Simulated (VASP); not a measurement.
WSe2, 6 atoms in the cell. Symmetry: P6_3/mmc, No. 194, hexagonal system. Conventional cell: a = 3.246 Å, b = 3.246 Å, c = 12.795 Å, α = 90.00°, β = 90.00°, γ = 120.00°. Within 3.3 Å of W (site symmetry -6m2) lie 6 Se at 2.50 Å and 6 W at 3.25 Å. Within 3.4 Å of Se (site symmetry 3m) lie 3 W at 2.50 Å and 7 Se at 3.25 to 3.30 Å. 

| Quantity | Value |
| --- | --- |
| Program | VASP 6.6.1 |
| Task | single point |
| Functional | PBEsol |
| Potentials or basis | VASP PAW PBE potentials, release 64 (W_sv, Se) |
| Cutoff | 520 eV |
| k mesh | 11 × 11 × 3 |
| Occupations | fermi-dirac, width 0.08 eV |
| Spin | no spin polarisation |
| Dipole correction | no |
| Further INCAR settings | ALGO = Normal; EDIFF = 1e-06; NBANDS = 35 |

Potentials or basis: VASP PAW PBE potentials, release 64 (W_sv, Se).

The run is started by

```bash
$ cat potpaw_PBE.64/W_sv/POTCAR potpaw_PBE.64/Se/POTCAR > POTCAR
$ mpirun -np 1 vasp_std > vasp.out
```

Hardware: 1 thread of AMD EPYC 7R13 Processor (Zen 3), with other jobs on the host.

Question: How long does it take, and how much memory?

Answer: It took 89 s on 1 thread of AMD EPYC 7R13 Processor (Zen 3) (shared host), peak memory 0.25 GiB. Counts: scf iterations 14, k points 32.
